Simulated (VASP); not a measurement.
# P (P2/m) in VASP: a series of runs, part 2 of 2

VASP 6.6.1.

### Step 4. Single point, PBEsol

INCAR reads:

```
  PREC = Accurate
  ENCUT = 520
  EDIFF = 1E-7
  ISMEAR = 0
  SIGMA = 0.15
  LREAL = F
  LASPH = T
  NELM = 80
  ALGO = Normal
  ISIF = 2
  LWAVE = F
  LCHARG = T
  GGA = PS
  LELF = T
  LVHAR = T
  NBANDS = 18
```

KPOINTS reads:

```
regular mesh
0
Gamma
  24 24 6
```

POSCAR reads:

```
P
1.0
   -2.4347371633      0.0000000000     -0.0052449062
    0.0000000000     -2.4346254889      0.0000000000
   -1.9675941447      0.0000000000      9.5816991805
P
4
Direct
    0.3000000000      0.0000000000      0.8750000000
    0.7000000000      0.0000000000      0.3750000000
   -0.1000000000      0.0000000000      0.1250000000
   -0.5000000000      0.0000000000      0.6250000000
```

Potentials or basis: VASP PAW PBE potentials, release 64 (P).

On the command line:

```bash
$ cat potpaw_PBE.64/P/POTCAR > POTCAR
$ mpirun -np 1 vasp_std > vasp.out
```

OUTCAR:

```text
PREC = Accurate
   ENCUT = 520
   EDIFF = 1E-7
   ISMEAR = 0
   LREAL = F
   LASPH = T
   NELM = 80
   ISIF = 2
   GGA = PS

 ion  position               nearest neighbor table
   1  0.300  0.000  0.875-   4 2.40   3 2.45
   2  0.700  0.000  0.375-   3 2.40   4 2.40
   3  0.900  0.000  0.125-   2 2.40   1 2.45
   4  0.500  0.000  0.625-   1 2.40   2 2.40

  LATTYP: Found a simple monoclinic cell.
 ALAT       =     2.4347428126
 B/A-ratio  =     0.9999518127
 C/A-ratio  =     3.9422309939
 COS(beta)  =    -0.0508207828

  Lattice vectors:

 A1 = (  -2.4347371633,   0.0000000000,  -0.0052449062)
 A2 = (   0.0000000000,  -2.4346254889,   0.0000000000)
 A3 = (   0.4671430186,   0.0000000000,   9.5869440867)

Analysis of symmetry for initial positions (statically):
=====================================================================
 Subroutine PRICEL returns:
 Original cell was already a primitive cell.

 Routine SETGRP: Setting up the symmetry group for a
 simple monoclinic supercell.

 Subroutine GETGRP returns: Found  4 space group operations
 (whereof  2 operations were pure point group operations)
 out of a pool of  4 trial point group operations.

The static configuration has the point symmetry C_1h.
 The point group associated with its full space group is C_2h.

Analysis of symmetry for dynamics (positions and initial velocities):
=====================================================================
 Subroutine PRICEL returns:
 Original cell was already a primitive cell.

 Routine SETGRP: Setting up the symmetry group for a
 simple monoclinic supercell.
[... 122 lines left out ...]
   NUPDOWN=      -1.0000    fix difference up-down
   EMIN   =  10.00;   EMAX   =-10.00  energy-range for DOS
   EFERMI =   0.00;   METHOD = LEGACY
   ISMEAR =     0;   SIGMA  =   0.15  broadening in eV -4-tet -1-fermi 0-gaus
   EFERMI_NEDOS =   21; number of points for ismear=-14 and -15
   IALGO  =     38    algorithm
   IMIX   =      4    mixing-type and parameters
     AMIX     =   0.40;   BMIX     =  1.00
     AMIX_MAG =   1.60;   BMIX_MAG =  1.00
  volume/ion in A,a.u.               =      14.21        95.86
  Fermi-wavevector in a.u.,A,eV,Ry     =   1.155878  2.184292 18.178108  1.336053
  Thomas-Fermi vector in A             =   2.292503
   LORBIT       =      0    0 simple, 1 ext, 2 COOP (PROOUT), +10 PAW based schemes
   GGA     = PS    functional components
   LHFCALC =     F    Hartree Fock is set to
   AEXX    =    0.0000 exact exchange contribution
   IVDW    =     0    specifies the selected vdW correction
   LEPSILON=     F    determine dielectric tensor
   LRPA    =     F    only Hartree local field effects (RPA)
 non-spin polarized calculation
 Gauss-broadening in eV      SIGMA  =   0.15
  energy-cutoff  :      520.00
  volume of cell :       56.82
 maximum number of plane-waves:      1565
   NGX =  9   NGY =  9   NGZ = 37

 number of electron      19.9999996 magnetization

 Free energy of the ion-electron system (eV)
  ---------------------------------------------------
  ext. energy  EPLUGINS =         0.00000000
  ---------------------------------------------------
  free energy    TOTEN  =       -22.97552872 eV

  energy without entropy =      -22.96050259  energy(sigma->0) =      -22.96801566

 E-fermi :   9.9533     XC(G=0): -11.4910

 val. band max:        9.9515516683   @ k =   0.1250   0.2917   0.0000
 cond. band min:       9.9538086792   @ k =   0.2500   0.2917   0.1667
 fundamental gap:      0.0022570109
 Fermi energy:         9.9533334087

 k-point     1 :       0.0000    0.0000    0.0000
  band No.  band energies     occupation
      1      -6.8129      2.00000
      2      -5.3436      2.00000
      3      -5.3284      2.00000
      4      -2.1391      2.00000
      5       1.0296      2.00000
      6       6.9576      2.00000
[... 481 lines left out ...]
      5       2.4143      2.00000
      6       2.4475      2.00000
[... 10 lines left out ...]
     17      18.9137      0.00000
     18      19.4718      0.00000

 [... further k-points ...]

------------------------ aborting loop because EDIFF is reached ----------------------------------------

  FORCE on cell =-STRESS in cart. coord.  units (eV):
  Direction    XX          YY          ZZ          XY          YZ          ZX
  --------------------------------------------------------------------------------------
  -------------------------------------------------------------------------------------
  Total       -0.3992338     -0.5906568      0.8505838      0.0000000      0.0000000     -1.1035924
  in kB      -11.2569045    -16.6543205     23.9832945      0.0000000      0.0000000    -31.1171933
  external PRESSURE =      -1.3093102 kB  Pullay stress =       0.0000000 kB

 VOLUME and BASIS-vectors are now :
 -----------------------------------------------------------------------------
  energy-cutoff  :      520.00
  volume of cell :       56.82
      direct lattice vectors                 reciprocal lattice vectors
    -2.434737163  0.000000000 -0.005244906    -0.410540344  0.000000000 -0.084304126
     0.000000000 -2.434625489  0.000000000     0.000000000 -0.410740791  0.000000000
    -1.967594145  0.000000000  9.581699180    -0.000224725  0.000000000  0.104319475

 POSITION                                       TOTAL-FORCE (eV/Angst)
 -----------------------------------------------------------------------------------
     -2.45207      0.00000      8.38241         0.386078      0.000000     -0.127482
     -2.44216      0.00000      3.58947        -0.032496      0.000000     -0.117648
     -2.43721      0.00000      1.19299        -0.386078      0.000000      0.127482
     -2.44711      0.00000      5.98594         0.032496      0.000000      0.117648
 -----------------------------------------------------------------------------------
    total drift:                                0.000001      0.000000     -0.000000

  FREE ENERGIE OF THE ION-ELECTRON SYSTEM (eV)
  ---------------------------------------------------
  free  energy   TOTEN  =       -22.9755287212 eV

  energy  without entropy=      -22.9605025941  energy(sigma->0) =      -22.96801566
```

Run time: 16 min. Hardware: 1 thread of Intel Xeon 8259CL, shared host; peak memory 0.71 GiB.

Results:

```yaml
Free_energy: -22.9755 eV
Pressure: -0.1 GPa
Largest_force: 0.407 eV/Å
Band_gap_on_the_k_mesh: zero (bands 10 and 11 overlap by 8.41 eV)
```

Forces in eV/Å, atoms in the order of the input:
```
P    0.386  0.000 -0.127
P   -0.032  0.000 -0.118
P   -0.386  0.000  0.127
P    0.032  0.000  0.118
```

Caveat: the PAW data sets were made with another functional, which shifts forces and pressure a little.

### Step 5. The runs side by side

```csv
cell,gap on the mesh (eV),pressure (GPa),largest force (eV/Å)
"a = 2.435, b = 2.435, c = 9.598 Å, angles 90.0, 87.1, 90.0°, 4 atoms",none,-0.1,0.41
"a = 2.435, b = 2.435, c = 9.736 Å, angles 90.0, 79.9, 90.0°, 4 atoms",none,0.2,0.53
"a = 2.435, b = 2.435, c = 9.782 Å, angles 90.0, 78.5, 90.0°, 4 atoms",none,-0.1,0.41
```

Alike in all rows: task single point; level PBEsol; potentials or basis VASP PAW PBE potentials, release 64 (P); no spin polarisation; k mesh 24 × 24 × 6; cutoff (eV) 520; smearing gaussian 0.15 eV.

Caveats: the PAW data sets were made with another functional, which shifts forces and pressure a little.

Absolute energies hang on the potentials; compare differences alone.
